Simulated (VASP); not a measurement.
# CdSe (F-43m) in VASP: single point with LDA

Aim: the single point of CdSe with LDA.

Everything below comes from runs of VASP 6.6.1. Logs are shortened: lines on timing, memory, paths and dates and some standing lists are left out, and cuts for length are marked.

## Step 1: The cell of the first run

The structure is cubic, space group F-43m (No. 216). The conventional cell has a = 6.008 Å, b = 6.008 Å, c = 6.008 Å, α = 90.00°, β = 90.00°, γ = 90.00°. Cd (site symmetry -43m) has 4 Se at 2.60 Å within 3.4 Å. Within 3.4 Å of Se (site symmetry -43m) lie 4 Cd at 2.60 Å.

## Step 2: Single point, LDA

INCAR

```
SYSTEM = CdSe
PREC     = Accurate       ! precision mode
ENCUT    = 500            ! plane-wave cutoff, eV
EDIFF    = 1E-6           ! SCF threshold, eV
ISMEAR   = 0              ! smearing method
SIGMA    = 0.01           ! smearing width, eV
LREAL    = .False.        ! projectors in reciprocal space
LASPH    = .True.         ! aspherical terms in the spheres
NELM     = 120            ! most SCF steps
ALGO     = Normal         ! electronic algorithm
ISIF     = 2              ! what is computed and relaxed
LWAVE    = .False.        ! write WAVECAR
LCHARG   = .False.        ! write CHGCAR
NBANDS   = 16             ! bands
GGA_COMPAT= .False.
```

KPOINTS

```
Automatic mesh
0
Gamma
  10 10 10
  0 0 0
```

POSCAR

```
CdSe
1.0
    0.0000000000      3.0039001446      3.0039001446
    3.0039001446      0.0000000000      3.0039001446
    3.0039001446      3.0039001446      0.0000000000
Cd Se
1 1
Direct
    0.0000000000      0.0000000000      0.0000000000
    0.7500000000      0.7500000000      0.7500000000
```

Potentials or basis: VASP PAW LDA potentials, release 64 (Cd, Se).

Command:

```bash
> cat potpaw_LDA.64/Cd/POTCAR potpaw_LDA.64/Se/POTCAR > POTCAR
> mpirun -np 1 vasp_std > vasp.out
```

OUTCAR:

```text
SYSTEM = CdSe
   PREC = Accurate
   ENCUT = 500
   EDIFF = 1E-6
   ISMEAR = 0
   LREAL = .False.
   LASPH = .True.
   NELM = 120
   ISIF = 2

 ion  position               nearest neighbor table
   1  0.000  0.000  0.000-   2 2.60   2 2.60   2 2.60   2 2.60
   2  0.750  0.750  0.750-   1 2.60   1 2.60   1 2.60   1 2.60

  LATTYP: Found a face centered cubic cell.
 ALAT       =     6.0078002892

  Lattice vectors:

 A1 = (   0.0000000000,   3.0039001446,   3.0039001446)
 A2 = (   3.0039001446,   0.0000000000,   3.0039001446)
 A3 = (   3.0039001446,   3.0039001446,   0.0000000000)

Analysis of symmetry for initial positions (statically):
=====================================================================
 Subroutine PRICEL returns:
 Original cell was already a primitive cell.

 Routine SETGRP: Setting up the symmetry group for a
 face centered cubic supercell.

 Subroutine GETGRP returns: Found 24 space group operations
 (whereof 24 operations were pure point group operations)
 out of a pool of 48 trial point group operations.

The static configuration has the point symmetry T_d .

Analysis of symmetry for dynamics (positions and initial velocities):
=====================================================================
 Subroutine PRICEL returns:
 Original cell was already a primitive cell.

 Routine SETGRP: Setting up the symmetry group for a
 face centered cubic supercell.

 Subroutine GETGRP returns: Found 24 space group operations
 (whereof 24 operations were pure point group operations)
 out of a pool of 48 trial point group operations.

The dynamic configuration has the point symmetry T_d .

 Subroutine INISYM returns: Found 24 space group operations
 (whereof 24 operations are pure point group operations),
 and found     1 'primitive' translations

----------------------------------------------------------------------------------------

                                     Primitive cell

  volume of cell :      54.2109

  direct lattice vectors                    reciprocal lattice vectors
     0.000000000  3.003900145  3.003900145    -0.166450273  0.166450273  0.166450273
     3.003900145  0.000000000  3.003900145     0.166450273 -0.166450273  0.166450273
     3.003900145  3.003900145  0.000000000     0.166450273  0.166450273 -0.166450273

  length of vectors
     4.248156325  4.248156325  4.248156325     0.288300330  0.288300330  0.288300330

  position of ions in fractional coordinates (direct lattice)
     0.000000000  0.000000000  0.000000000
     0.750000000  0.750000000  0.750000000

  ion indices of the primitive-cell ions
   primitive index   ion index
                 1           1
                 2           2

----------------------------------------------------------------------------------------

 KPOINTS: Automatic mesh

Automatic generation of k-mesh.
 Grid dimensions read from file:
 generate k-points for:   10   10   10

 Generating k-lattice:

  Cartesian coordinates                     Fractional coordinates (reciprocal lattice)
    -0.016645027  0.016645027  0.016645027     0.100000000  0.000000000  0.000000000
     0.016645027 -0.016645027  0.016645027     0.000000000  0.100000000  0.000000000
     0.016645027  0.016645027 -0.016645027     0.000000000  0.000000000  0.100000000

  Length of vectors
     0.028830033  0.028830033  0.028830033

  Shift w.r.t. Gamma in fractional coordinates (k-lattice)
     0.000000000  0.000000000  0.000000000

 Subroutine IBZKPT returns following result:
 ===========================================

 Found     47 irreducible k-points:

 Following reciprocal coordinates:
            Coordinates               Weight
  0.000000  0.000000  0.000000      1.000000
  0.100000  0.000000  0.000000      8.000000
  0.200000  0.000000  0.000000      8.000000
  0.300000  0.000000  0.000000      8.000000
  0.400000  0.000000  0.000000      8.000000
  0.500000  0.000000  0.000000      4.000000
[... 16 lines left out ...]
  0.300000  0.300000  0.000000      6.000000
  0.400000  0.300000  0.000000     24.000000
 [... further k-points ...]
   k-points           NKPTS =     47   k-points in BZ     NKDIM =     47   number of bands    NBANDS=     16
   number of dos      NEDOS =    301   number of ions     NIONS =      2
   total plane-waves  NPLWV =  32768
   dimension x,y,z NGX =    32 NGY =   32 NGZ =   32
   dimension x,y,z NGXF=    64 NGYF=   64 NGZF=   64
   ions per type =               1   1
   NGX,Y,Z   is equivalent  to a cutoff of  12.52, 12.52, 12.52 a.u.
   NGXF,Y,Z  is equivalent  to a cutoff of  25.05, 25.05, 25.05 a.u.
 SYSTEM =  CdSe
   PREC   = accura    normal or accurate (medium, high low for compatibility)
   ISTART =      0    job   : 0-new  1-cont  2-samecut
   ICHARG =      2    charge: 1-file 2-atom 10-const
   ISPIN  =      1    spin polarized calculation?
   LNONCOLLINEAR =      F non collinear calculations
   LSORBIT =      F    spin-orbit coupling
   LASPH  =      T    aspherical Exc in radial PAW
   ENCUT  =  500.0 eV  36.75 Ry    6.06 a.u.   7.75  7.75  7.75*2*pi/ulx,y,z
   NELM   =    120;   NELMIN=  2; NELMDL= -5     # of ELM steps
   EDIFF  = 0.1E-05   stopping-criterion for ELM
   LREAL  =      F    real-space projection
   EDIFFG = 0.1E-04   stopping-criterion for IOM
   NSW    =      0    number of steps for IOM
   IBRION =     -1    ionic relax: 0-MD 1-quasi-New 2-CG
   NFREE  =      0    steps in history (QN), initial steepest desc. (CG)
   ISIF   =      2    stress and relaxation
   ISYM   =      2    0-nonsym 1-usesym 2-fastsym
   POTIM  = 0.5000    time-step for ionic-motion
   TEBEG  =    0.0;   TEEND  =   0.0 temperature during run
   PSTRESS=    0.0 pullay stress
   NELECT =      18.0000    total number of electrons
   NUPDOWN=      -1.0000    fix difference up-down
   EMIN   =  10.00;   EMAX   =-10.00  energy-range for DOS
   EFERMI =   0.00;   METHOD = LEGACY
   ISMEAR =     0;   SIGMA  =   0.01  broadening in eV -4-tet -1-fermi 0-gaus
   EFERMI_NEDOS =   21; number of points for ismear=-14 and -15
   IALGO  =     38    algorithm
   IMIX   =      4    mixing-type and parameters
     AMIX     =   0.40;   BMIX     =  1.00
     AMIX_MAG =   1.60;   BMIX_MAG =  1.00
  volume/ion in A,a.u.               =      27.11       182.92
  Fermi-wavevector in a.u.,A,eV,Ry     =   1.133627  2.142244 17.484985  1.285110
  Thomas-Fermi vector in A             =   2.270330
   LORBIT       =      0    0 simple, 1 ext, 2 COOP (PROOUT), +10 PAW based schemes
   GGA     = CA    functional components
   LHFCALC =     F    Hartree Fock is set to
   AEXX    =    0.0000 exact exchange contribution
   IVDW    =     0    specifies the selected vdW correction
   LEPSILON=     F    determine dielectric tensor
   LRPA    =     F    only Hartree local field effects (RPA)
 non-spin polarized calculation
 Gauss-broadening in eV      SIGMA  =   0.01
  energy-cutoff  :      500.00
  volume of cell :       54.21
 maximum number of plane-waves:      1392
   NGX = 15   NGY = 15   NGZ = 15

 number of electron      17.9999994 magnetization

 Free energy of the ion-electron system (eV)
  ---------------------------------------------------
  ext. energy  EPLUGINS =         0.00000000
  ---------------------------------------------------
  free energy    TOTEN  =        -6.76227370 eV

  energy without entropy =       -6.76227370  energy(sigma->0) =       -6.76227370

 E-fermi :   1.1781     XC(G=0):  -9.4550

 val. band max:        1.1215358713   @ k =   0.0000   0.0000   0.0000
 cond. band min:       1.5602892037   @ k =   0.0000   0.0000   0.0000
 fundamental gap:      0.4387533324
 Fermi energy:         1.1781233843

 k-point     1 :       0.0000    0.0000    0.0000
  band No.  band energies     occupation
      1     -11.7414      2.00000
      2      -6.9666      2.00000
      3      -6.9666      2.00000
      4      -6.9666      2.00000
      5      -6.5455      2.00000
      6      -6.5455      2.00000
[... 8 lines left out ...]
     15      12.2994      0.00000
     16      12.2994      0.00000

 k-point     2 :       0.1000    0.0000    0.0000
  band No.  band energies     occupation
      1     -11.7027      2.00000
      2      -6.9540      2.00000
      3      -6.9540      2.00000
      4      -6.9363      2.00000
      5      -6.5465      2.00000
      6      -6.5465      2.00000
[... 8 lines left out ...]
     15      11.5970      0.00000
     16      11.5970      0.00000

 k-point     3 :       0.2000    0.0000    0.0000
  band No.  band energies     occupation
      1     -11.6003      2.00000
      2      -6.9229      2.00000
      3      -6.9229      2.00000
      4      -6.8333      2.00000
      5      -6.5463      2.00000
      6      -6.5463      2.00000
[... 8 lines left out ...]
     15      11.1311      0.00000
     16      11.3186      0.00000

 k-point     4 :       0.3000    0.0000    0.0000
  band No.  band energies     occupation
      1     -11.4720      2.00000
      2      -6.8897      2.00000
      3      -6.8897      2.00000
      4      -6.6367      2.00000
      5      -6.5390      2.00000
      6      -6.5390      2.00000
[... 8 lines left out ...]
     15      11.4061      0.00000
     16      11.4061      0.00000

 k-point     5 :       0.4000    0.0000    0.0000
  band No.  band energies     occupation
      1     -11.3672      2.00000
      2      -6.8685      2.00000
      3      -6.8685      2.00000
      4      -6.5261      2.00000
      5      -6.5261      2.00000
      6      -6.3738      2.00000
[... 8 lines left out ...]
     15      12.3732      0.00000
     16      12.3732      0.00000

 k-point     6 :       0.5000    0.0000    0.0000
  band No.  band energies     occupation
      1     -11.3271      2.00000
      2      -6.8619      2.00000
      3      -6.8619      2.00000
      4      -6.5192      2.00000
      5      -6.5192      2.00000
      6      -6.2246      2.00000
[... 8 lines left out ...]
     15      13.3106      0.00000
     16      13.3106      0.00000

 k-point     7 :       0.1000    0.1000    0.0000
  band No.  band energies     occupation
      1     -11.6898      2.00000
      2      -6.9423      2.00000
      3      -6.9423      2.00000
      4      -6.9413      2.00000
      5      -6.5546      2.00000
      6      -6.5392      2.00000
[... 8 lines left out ...]
     15      11.6574      0.00000
     16      12.3845      0.00000

 k-point     8 :       0.2000    0.1000    0.0000
  band No.  band energies     occupation
      1     -11.6087      2.00000
      2      -6.9231      2.00000
      3      -6.9104      2.00000
      4      -6.8644      2.00000
      5      -6.5605      2.00000
      6      -6.5334      2.00000
[... 8 lines left out ...]
     15      12.0299      0.00000
     16      12.2882      0.00000

 k-point     9 :       0.3000    0.1000    0.0000
  band No.  band energies     occupation
      1     -11.4891      2.00000
      2      -6.8930      2.00000
      3      -6.8747      2.00000
      4      -6.7075      2.00000
      5      -6.5496      2.00000
      6      -6.5259      2.00000
[... 8 lines left out ...]
     15      11.8868      0.00000
     16      12.0716      0.00000
[... 172 lines left out ...]
 k-point    19 :       0.5000    0.2000    0.0000
  band No.  band energies     occupation
      1     -11.2837      2.00000
      2      -6.8325      2.00000
      3      -6.7946      2.00000
      4      -6.5941      2.00000
      5      -6.5118      2.00000
      6      -6.2020      2.00000
[... 8 lines left out ...]
     15      13.3813      0.00000
     16      13.4817      0.00000

 k-point    20 :      -0.4000    0.2000    0.0000
  band No.  band energies     occupation
      1     -11.2755      2.00000
      2      -6.8319      2.00000
      3      -6.8033      2.00000
      4      -6.5620      2.00000
      5      -6.5311      2.00000
      6      -6.1527      2.00000
[... 8 lines left out ...]
     15      12.1065      0.00000
     16      13.2081      0.00000

 k-point    21 :      -0.3000    0.2000    0.0000
  band No.  band energies     occupation
      1     -11.3309      2.00000
      2      -6.8377      2.00000
      3      -6.8299      2.00000
      4      -6.5615      2.00000
      5      -6.5534      2.00000
      6      -6.3236      2.00000
[... 8 lines left out ...]
     15      12.2815      0.00000
     16      13.6001      0.00000

 k-point    22 :      -0.2000    0.2000    0.0000
  band No.  band energies     occupation
      1     -11.4288      2.00000
      2      -6.8698      2.00000
      3      -6.8559      2.00000
      4      -6.6334      2.00000
      5      -6.5633      2.00000
      6      -6.4844      2.00000
[... 8 lines left out ...]
     15      12.3735      0.00000
     16      13.5007      0.00000

 k-point    23 :       0.3000    0.3000    0.0000
  band No.  band energies     occupation
      1     -11.3848      2.00000
      2      -6.7848      2.00000
      3      -6.7848      2.00000
      4      -6.7690      2.00000
      5      -6.5091      2.00000
      6      -6.5021      2.00000
[... 8 lines left out ...]
     15      13.0091      0.00000
     16      15.0501      0.00000

 k-point    24 :       0.4000    0.3000    0.0000
  band No.  band energies     occupation
      1     -11.3034      2.00000
      2      -6.7855      2.00000
      3      -6.7480      2.00000
      4      -6.7046      2.00000
      5      -6.4953      2.00000
      6      -6.3787      2.00000
[... 8 lines left out ...]
     15      13.4163      0.00000
     16      14.8838      0.00000

 [... further k-points ...]
[... 5 lines left out ...]
  --------------------------------------------------------------------------------------
  -------------------------------------------------------------------------------------
  Total        0.1630850      0.1630850      0.1630850      0.0000000      0.0000000     -0.0000000
  in kB        4.8199010      4.8199010      4.8199010      0.0000000      0.0000000     -0.0000000
  external PRESSURE =       4.8199010 kB  Pullay stress =       0.0000000 kB

 VOLUME and BASIS-vectors are now :
 -----------------------------------------------------------------------------
  energy-cutoff  :      500.00
  volume of cell :       54.21
      direct lattice vectors                 reciprocal lattice vectors
     0.000000000  3.003900145  3.003900145    -0.166450273  0.166450273  0.166450273
     3.003900145  0.000000000  3.003900145     0.166450273 -0.166450273  0.166450273
     3.003900145  3.003900145  0.000000000     0.166450273  0.166450273 -0.166450273

 POSITION                                       TOTAL-FORCE (eV/Angst)
 -----------------------------------------------------------------------------------
      0.00000      0.00000      0.00000         0.000000      0.000000      0.000000
      4.50585      4.50585      4.50585        -0.000000     -0.000000     -0.000000
 -----------------------------------------------------------------------------------
    total drift:                               -0.000000     -0.000000      0.000000

  FREE ENERGIE OF THE ION-ELECTRON SYSTEM (eV)
  ---------------------------------------------------
  free  energy   TOTEN  =        -6.7622736963 eV

  energy  without entropy=       -6.7622736963  energy(sigma->0) =       -6.76227370
```

It took 9.4 s on 1 thread of Intel Xeon 6975P-C (Granite Rapids), shared host; peak memory 0.17 GiB.

Results:

* Free energy: -6.7623 eV
* Pressure: 0.5 GPa
* Band gap on the k mesh: 0.44 eV

Levels at points of the mesh, in eV from the valence-band top:
| k point | band 7 | band 8 | band 9 | band 10 | band 11 | band 12 |
| --- | --- | --- | --- | --- | --- | --- |
| (0.00, 0.00, 0.00) | 0.00 | 0.00 | 0.00 | 0.44 | 5.80 | 5.80 |
| (0.50, 0.00, 0.00) | -4.70 | -0.82 | -0.82 | 2.24 | 6.32 | 6.32 |
| (0.50, 0.50, 0.00) | -4.33 | -2.02 | -2.02 | 2.87 | 3.64 | 9.06 |
